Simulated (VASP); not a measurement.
# Hf3Br2 (I4/mmm) in VASP: notebook

Hf3Br2 is run at these levels: PBE; tasks: single point.

Everything below comes from runs of VASP 6.6.1. Logs are shortened: lines on timing, memory, paths and dates and some standing lists are left out, and cuts for length are marked.

## Step 1: The cell of the first run

It takes space group I4/mmm (No. 139, tetragonal). The conventional cell has a = 3.853 Å, b = 3.853 Å, c = 17.286 Å, α = 90.00°, β = 90.00°, γ = 90.00°. Hf (site symmetry 4/mmm) has 12 Hf at 3.23 to 3.85 Å and 2 Br at 3.45 Å within 4.3 Å. Within 4.2 Å of Hf (site symmetry 4mm) lie 5 Br at 3.22 to 3.45 Å and 9 Hf at 3.23 to 3.85 Å. Within 4.2 Å of Br (site symmetry 4mm) lie 6 Hf at 3.22 to 3.45 Å and 8 Br at 3.23 to 3.85 Å.

The cell was built from a structure type or drawn by symmetry, and may not be a known phase.

## Step 2: Single point, PBE

INCAR reads:

```
ALGO = Normal ; EDIFF = 1E-7
ENCUT = 520 ; GGA = PE
ISIF = 2 ; ISMEAR = 0
LASPH = T ; LCHARG = F
LREAL = F ; LWAVE = F
NBANDS = 30 ; NELM = 60
PREC = Accurate ; SIGMA = 0.1
```

KPOINTS reads:

```
k-points
0
Gamma
  6 6 6
```

POSCAR reads:

```
Hf3Br2
1.0
   -1.9267016100      1.9267016100      8.6428311400
    1.9267016100     -1.9267016100      8.6428311400
    1.9267016100      1.9267016100     -8.6428311400
Hf Br
3 2
Direct
    0.0000000000      0.0000000000      0.0000000000
    0.3992427000      0.3992427000      0.0000000000
    0.6007573000      0.6007573000      0.0000000000
    0.1997710600      0.1997710600      0.0000000000
    0.8002289400      0.8002289400      0.0000000000
```

Potentials or basis: VASP PAW PBE potentials, release 64 (Hf_pv, Br).

On the command line:

```console
> cat potpaw_PBE.64/Hf_pv/POTCAR potpaw_PBE.64/Br/POTCAR > POTCAR
> mpirun -np 1 vasp_std > vasp.out
```

OUTCAR:

```text
EDIFF = 1E-7
   ENCUT = 520
   GGA = PE
   ISIF = 2
   ISMEAR = 0
   LASPH = T
   LREAL = F
   NELM = 60
   PREC = Accurate

 ion  position               nearest neighbor table
   1  0.000  0.000  0.000-   3 3.23   2 3.23   3 3.23   2 3.23   3 3.23   2 3.23   2 3.23   3 3.23

   2  0.399  0.399  0.000-   5 3.22   5 3.22   5 3.22   5 3.22   1 3.23   1 3.23   1 3.23   1 3.23
                             3 3.48
   3  0.601  0.601  0.000-   4 3.22   4 3.22   4 3.22   4 3.22   1 3.23   1 3.23   1 3.23   1 3.23
                             2 3.48
   4  0.200  0.200  0.000-   3 3.22   3 3.22   3 3.22   3 3.22
   5  0.800  0.800  0.000-   2 3.22   2 3.22   2 3.22   2 3.22

  LATTYP: Found a body centered tetragonal cell.
 ALAT       =     3.8534032200
 C/A-ratio  =     4.4858171577

  Lattice vectors:

 A1 = (  -1.9267016100,   1.9267016100,   8.6428311400)
 A2 = (   1.9267016100,  -1.9267016100,   8.6428311400)
 A3 = (   1.9267016100,   1.9267016100,  -8.6428311400)

Analysis of symmetry for initial positions (statically):
=====================================================================
 Subroutine PRICEL returns:
 Original cell was already a primitive cell.

 Routine SETGRP: Setting up the symmetry group for a
 body centered tetragonal supercell.

 Subroutine GETGRP returns: Found 16 space group operations
 (whereof 16 operations were pure point group operations)
 out of a pool of 16 trial point group operations.

The static configuration has the point symmetry D_4h.

Analysis of symmetry for dynamics (positions and initial velocities):
=====================================================================
 Subroutine PRICEL returns:
 Original cell was already a primitive cell.

 Routine SETGRP: Setting up the symmetry group for a
 body centered tetragonal supercell.

 Subroutine GETGRP returns: Found 16 space group operations
 (whereof 16 operations were pure point group operations)
 out of a pool of 16 trial point group operations.

The dynamic configuration has the point symmetry D_4h.

 Subroutine INISYM returns: Found 16 space group operations
 (whereof 16 operations are pure point group operations),
 and found     1 'primitive' translations

----------------------------------------------------------------------------------------

                                     Primitive cell

  volume of cell :     128.3349

  direct lattice vectors                    reciprocal lattice vectors
    -1.926701610  1.926701610  8.642831140     0.000000000  0.259510864  0.057851414
     1.926701610 -1.926701610  8.642831140     0.259510864  0.000000000  0.057851414
     1.926701610  1.926701610 -8.642831140     0.259510864  0.259510864  0.000000000

  length of vectors
     9.062167969  9.062167969  9.062167969     0.265880941  0.265880941  0.367003784

  position of ions in fractional coordinates (direct lattice)
     0.000000000  0.000000000  0.000000000
     0.399242700  0.399242700  0.000000000
     0.600757300  0.600757300  0.000000000
     0.199771060  0.199771060  0.000000000
     0.800228940  0.800228940  0.000000000

  ion indices of the primitive-cell ions
   primitive index   ion index
                 1           1
                 2           2
                 3           3
                 4           4
                 5           5

----------------------------------------------------------------------------------------

 KPOINTS: k-points

Automatic generation of k-mesh.
 Grid dimensions read from file:
 generate k-points for:    6    6    6

 Generating k-lattice:

  Cartesian coordinates                     Fractional coordinates (reciprocal lattice)
     0.000000000  0.043251811  0.009641902     0.166666667  0.000000000  0.000000000
     0.043251811  0.000000000  0.009641902     0.000000000  0.166666667  0.000000000
     0.043251811  0.043251811  0.000000000     0.000000000  0.000000000  0.166666667

  Length of vectors
     0.044313490  0.044313490  0.061167297

  Shift w.r.t. Gamma in fractional coordinates (k-lattice)
     0.000000000  0.000000000  0.000000000

 Subroutine IBZKPT returns following result:
 ===========================================

 Found     30 irreducible k-points:

 Following reciprocal coordinates:
            Coordinates               Weight
  0.000000  0.000000  0.000000      1.000000
  0.166667 -0.000000  0.000000      8.000000
  0.333333 -0.000000  0.000000      8.000000
  0.500000 -0.000000  0.000000      4.000000
  0.166667  0.166667  0.000000      8.000000
  0.333333  0.166667  0.000000     16.000000
[... 16 lines left out ...]
 -0.333333 -0.333333  0.166667      8.000000
 -0.166667 -0.333333  0.166667      8.000000
 [... further k-points ...]
   k-points           NKPTS =     30   k-points in BZ     NKDIM =     30   number of bands    NBANDS=     30
   number of dos      NEDOS =    301   number of ions     NIONS =      5
   total plane-waves  NPLWV = 343000
   dimension x,y,z NGX =    70 NGY =   70 NGZ =   70
   dimension x,y,z NGXF=   140 NGYF=  140 NGZF=  140
   ions per type =               3   2
   NGX,Y,Z   is equivalent  to a cutoff of  12.84, 12.84, 12.84 a.u.
   NGXF,Y,Z  is equivalent  to a cutoff of  25.68, 25.68, 25.68 a.u.
 SYSTEM =  unknown system
   PREC   = accura    normal or accurate (medium, high low for compatibility)
   ISTART =      0    job   : 0-new  1-cont  2-samecut
   ICHARG =      2    charge: 1-file 2-atom 10-const
   ISPIN  =      1    spin polarized calculation?
   LNONCOLLINEAR =      F non collinear calculations
   LSORBIT =      F    spin-orbit coupling
   LASPH  =      T    aspherical Exc in radial PAW
   ENCUT  =  520.0 eV  38.22 Ry    6.18 a.u.  16.85 16.85 16.85*2*pi/ulx,y,z
   NELM   =     60;   NELMIN=  2; NELMDL= -5     # of ELM steps
   EDIFF  = 0.1E-06   stopping-criterion for ELM
   LREAL  =      F    real-space projection
   EDIFFG = 0.1E-05   stopping-criterion for IOM
   NSW    =      0    number of steps for IOM
   IBRION =     -1    ionic relax: 0-MD 1-quasi-New 2-CG
   NFREE  =      0    steps in history (QN), initial steepest desc. (CG)
   ISIF   =      2    stress and relaxation
   ISYM   =      2    0-nonsym 1-usesym 2-fastsym
   POTIM  = 0.5000    time-step for ionic-motion
   TEBEG  =    0.0;   TEEND  =   0.0 temperature during run
   PSTRESS=    0.0 pullay stress
   NELECT =      44.0000    total number of electrons
   NUPDOWN=      -1.0000    fix difference up-down
   EMIN   =  10.00;   EMAX   =-10.00  energy-range for DOS
   EFERMI =   0.00;   METHOD = LEGACY
   ISMEAR =     0;   SIGMA  =   0.10  broadening in eV -4-tet -1-fermi 0-gaus
   EFERMI_NEDOS =   21; number of points for ismear=-14 and -15
   IALGO  =     38    algorithm
   IMIX   =      4    mixing-type and parameters
     AMIX     =   0.40;   BMIX     =  1.00
     AMIX_MAG =   1.60;   BMIX_MAG =  1.00
  volume/ion in A,a.u.               =      25.67       173.21
  Fermi-wavevector in a.u.,A,eV,Ry     =   1.145805  2.165258 17.862671  1.312869
  Thomas-Fermi vector in A             =   2.282492
   LORBIT       =      0    0 simple, 1 ext, 2 COOP (PROOUT), +10 PAW based schemes
   GGA     = PE    functional components
   LHFCALC =     F    Hartree Fock is set to
   AEXX    =    0.0000 exact exchange contribution
   IVDW    =     0    specifies the selected vdW correction
   LEPSILON=     F    determine dielectric tensor
   LRPA    =     F    only Hartree local field effects (RPA)
 non-spin polarized calculation
 Gauss-broadening in eV      SIGMA  =   0.10
  energy-cutoff  :      520.00
  volume of cell :      128.33
 maximum number of plane-waves:      3478
 NGX is ok and might be reduce to    70
   NGX = 33   NGY = 33   NGZ = 33

 number of electron      44.0000000 magnetization

 Free energy of the ion-electron system (eV)
  ---------------------------------------------------
  ext. energy  EPLUGINS =         0.00000000
  ---------------------------------------------------
  free energy    TOTEN  =       -33.57042387 eV

  energy without entropy =      -33.54513352  energy(sigma->0) =      -33.55777869

 E-fermi :   4.4006     XC(G=0): -10.1621

 val. band max:        4.3909359019   @ k =   0.1667  -0.0000   0.0000
 cond. band min:       4.4328637423   @ k =  -0.1667   0.5000   0.1667
 fundamental gap:      0.0419278404
 Fermi energy:         4.4006206769

 k-point     1 :       0.0000    0.0000    0.0000
  band No.  band energies     occupation
      1     -27.3530      2.00000
      2     -27.3299      2.00000
      3     -27.3299      2.00000
      4     -27.3099      2.00000
      5     -27.3099      2.00000
      6     -27.2905      2.00000
[... 22 lines left out ...]
     29       6.4515      0.00000
     30       6.4653      0.00000

 k-point     2 :       0.1667   -0.0000    0.0000
  band No.  band energies     occupation
      1     -27.3592      2.00000
      2     -27.3369      2.00000
      3     -27.3302      2.00000
      4     -27.3255      2.00000
      5     -27.3087      2.00000
      6     -27.2860      2.00000
[... 22 lines left out ...]
     29       6.8164      0.00000
     30       7.0565      0.00000

 k-point     3 :       0.3333   -0.0000    0.0000
  band No.  band energies     occupation
      1     -27.3691      2.00000
      2     -27.3675      2.00000
      3     -27.3537      2.00000
      4     -27.3166      2.00000
      5     -27.3063      2.00000
      6     -27.2794      2.00000
[... 22 lines left out ...]
     29       6.6298      0.00000
     30       7.0185      0.00000

 k-point     4 :       0.5000   -0.0000    0.0000
  band No.  band energies     occupation
      1     -27.3855      2.00000
      2     -27.3690      2.00000
      3     -27.3673      2.00000
      4     -27.3121      2.00000
      5     -27.3051      2.00000
      6     -27.2763      2.00000
[... 616 lines left out ...]
     29       6.4728      0.00000
     30       7.2577      0.00000

 k-point    23 :      -0.3333   -0.3333    0.1667
  band No.  band energies     occupation
      1     -27.3578      2.00000
      2     -27.3441      2.00000
      3     -27.3323      2.00000
      4     -27.3304      2.00000
      5     -27.3213      2.00000
      6     -27.2834      2.00000
[... 22 lines left out ...]
     29       6.9352      0.00000
     30       7.4511      0.00000

 k-point    24 :      -0.1667   -0.3333    0.1667
  band No.  band energies     occupation
      1     -27.3589      2.00000
      2     -27.3369      2.00000
      3     -27.3302      2.00000
      4     -27.3255      2.00000
      5     -27.3087      2.00000
      6     -27.2863      2.00000
[... 22 lines left out ...]
     29       6.7957      0.00000
     30       6.9854      0.00000

 [... further k-points ...]

------------------------ aborting loop because EDIFF is reached ----------------------------------------

  FORCE on cell =-STRESS in cart. coord.  units (eV):
  Direction    XX          YY          ZZ          XY          YZ          ZX
  --------------------------------------------------------------------------------------
  -------------------------------------------------------------------------------------
  Total       -8.9078180     -8.9078180     -5.0795081      0.0000000     -0.0000000      0.0000000
  in kB     -111.2082429   -111.2082429    -63.4143145      0.0000000     -0.0000000      0.0000000
  external PRESSURE =     -95.2769334 kB  Pullay stress =       0.0000000 kB

 VOLUME and BASIS-vectors are now :
 -----------------------------------------------------------------------------
  energy-cutoff  :      520.00
  volume of cell :      128.33
      direct lattice vectors                 reciprocal lattice vectors
    -1.926701610  1.926701610  8.642831140     0.000000000  0.259510864  0.057851414
     1.926701610 -1.926701610  8.642831140     0.259510864  0.000000000  0.057851414
     1.926701610  1.926701610 -8.642831140     0.259510864  0.259510864  0.000000000

 POSITION                                       TOTAL-FORCE (eV/Angst)
 -----------------------------------------------------------------------------------
      0.00000      0.00000      0.00000        -0.000000     -0.000000      0.000000
      0.00000      0.00000      6.90117        -0.000000     -0.000000      0.209451
      0.00000      0.00000     10.38449        -0.000000     -0.000000     -0.209451
      0.00000      0.00000      3.45318        -0.000000     -0.000000     -1.562073
      0.00000      0.00000     13.83249         0.000000      0.000000      1.562073
 -----------------------------------------------------------------------------------
    total drift:                               -0.000000     -0.000000     -0.000000

  FREE ENERGIE OF THE ION-ELECTRON SYSTEM (eV)
  ---------------------------------------------------
  free  energy   TOTEN  =       -33.5704238679 eV

  energy  without entropy=      -33.5451335220  energy(sigma->0) =      -33.55777869
```

It took 18 min on 1 thread of Oxide Virtual Turin-like, shared host; peak memory 0.65 GiB.

Results:

* Free energy: -33.5704 eV
* Pressure: -9.5 GPa
* Largest force: 1.562 eV/Å
* Band gap on the k mesh: zero (bands 22 and 23 overlap by 0.54 eV)

Forces in eV/Å, atoms in the order of the input:
```
Hf   0.000  0.000  0.000
Hf   0.000  0.000  0.209
Hf   0.000  0.000 -0.209
Br   0.000  0.000 -1.562
Br   0.000  0.000  1.562
```

Stress tensor (GPa, compression positive):
```
-11.12   0.00   0.00
  0.00 -11.12   0.00
  0.00   0.00  -6.34
```

Caveat: the cell stands under tension; spin-orbit coupling is left out, which moves the levels of the heavy elements; forces of over 1 eV/Å act on the atoms, so gaps and moduli don't describe the material at rest.

## Step 3: Single point, PBE

This run uses another cell than the first one, of 26.03 Å³/atom.

INCAR reads:

```
SYSTEM = Hf3Br2
PREC = Accurate
ENCUT = 520
EDIFF = 1E-6
ISMEAR = 0
SIGMA = 0.1
LREAL = .FALSE.
LASPH = .TRUE.
NELM = 60
ALGO = Normal
ISIF = 2
LWAVE = .FALSE.
LCHARG = .FALSE.
GGA = PE
NBANDS = 30
```

KPOINTS reads:

```
regular mesh
0
G
  6 6 6
  0 0 0
```

POSCAR reads:

```
Hf3Br2
1.0
   -1.6519832154      1.6519832154     11.9209454076
    1.6519832154     -1.6519832154     11.9209454076
    1.6519832154      1.6519832154    -11.9209454076
Hf Br
3 2
Direct
    0.0000000000      0.0000000000      0.0000000000
    0.4104614919      0.4104614919      0.0000000000
    0.5895385081      0.5895385081      0.0000000000
    0.1636386393      0.1636386393      0.0000000000
    0.8363613607      0.8363613607      0.0000000000
```

Potentials or basis: VASP PAW PBE potentials, release 64 (Hf_pv, Br).

On the command line:

```console
> cat potpaw_PBE.64/Hf_pv/POTCAR potpaw_PBE.64/Br/POTCAR > POTCAR
> mpirun -np 1 vasp_std > vasp.out
```

Run time: 39 min. Hardware: 1 thread of Oxide Virtual Turin-like, shared host; peak memory 1.3 GiB.

It converged, with:

```yaml
Free_energy: -35.7899 eV
Pressure: -0.3 GPa
Largest_force: 0.039 eV/Å
Band_gap_on_the_k_mesh: 0.01 eV
```

Forces in eV/Å, atoms in the order of the input:
```
Hf   0.000  0.000  0.000
Hf   0.000  0.000  0.001
Hf   0.000  0.000 -0.001
Br   0.000  0.000 -0.039
Br   0.000  0.000  0.039
```

Levels at points of the mesh, in eV from the valence-band top:
```
           k point  band 19  band 20  band 21  band 22  band 23  band 24  band 25  band 26
(0.00, 0.00, 0.00)    -2.27    -1.96    -1.66    -1.54     0.45     0.64     1.36     1.36
(0.50, 0.00, 0.00)    -2.69    -2.16    -0.51    -0.38     0.54     0.61     0.74     1.02
(0.50, 0.50, 0.00)    -1.48    -1.48    -0.91    -0.01     0.02     0.18     0.44     1.23
(0.50, 0.50, 0.50)    -2.27    -2.08    -1.69    -1.54     0.45     0.66     1.37     1.37
```

Caveat: spin-orbit coupling is left out, which moves the levels of the heavy elements. A k mesh can miss the band edges.
